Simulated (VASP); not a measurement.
H15C2N3, 40 atoms in the cell. The cell holds an amorphous packing of atoms, 40 atoms: a = 7.219 Å, b = 7.219 Å, c = 7.219 Å, α = 90.00°, β = 90.00°, γ = 90.00°. 

```yaml
Program: VASP 6.6.1
Task: single point
Functional: PBE
Dispersion: D3(BJ)
Potentials_or_basis: VASP PAW PBE potentials, release 64 (C, H, N)
Cutoff: 520 eV
k_mesh: 1 × 1 × 1
Occupations: fermi-dirac, width 0.05 eV
Spin: no spin polarisation
Dipole_correction: no
Further_INCAR_settings: LREAL = Auto; ALGO = Normal; EDIFF = 1e-06; NBANDS = 64
```

Potentials or basis: VASP PAW PBE potentials, release 64 (C, H, N).

The run is started by

```bash
$ cat potpaw_PBE.64/C/POTCAR potpaw_PBE.64/H/POTCAR potpaw_PBE.64/N/POTCAR > POTCAR
$ mpirun -np 1 vasp_gam > vasp.out
```

Hardware: 1 thread of AMD EPYC 7R13 Processor (Zen 3), with other jobs on the host.

Q: How long does it take, and how much memory?

A: Wall time 48 s on 1 thread of AMD EPYC 7R13 Processor (Zen 3), with other jobs on the host, peak memory 0.32 GiB. Counts: scf iterations 16, k points 1.
